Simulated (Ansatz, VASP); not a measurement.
## One calculation of KI, two programs

```
K I
1.0
     0.00000    3.43594    3.43594
     3.43594    0.00000    3.43594
     3.43594    3.43594    0.00000
K I
1 1
Direct
  0.00000 0.00000 0.00000
  0.50000 0.50000 0.50000
```

Alike in both runs: task single point; functional r2SCAN; k mesh 6 × 6 × 6; no spin polarisation.

|  | VASP | Ansatz |
| --- | --- | --- |
| version | VASP 6.6.1 | Ansatz 0.2.0 |
| potentials or method | VASP PAW PBE potentials, release 64 (K_sv, I), cutoff 550 eV | plane waves, PAW |
| occupations | gaussian, width 0.01 eV | fixed |
| valence electrons in the cell | 16 | 26 |

```tsv
	VASP	Ansatz	Ansatz less VASP
pressure (GPa)	1.5	1.5	-0.01
```

VASP's potentials were made for PBE, not for r2SCAN. VASP's potentials hold 16 valence electrons a cell and Ansatz's 26, so a difference there can come from the potentials and not from the codes.

Spin-orbit coupling is off throughout.
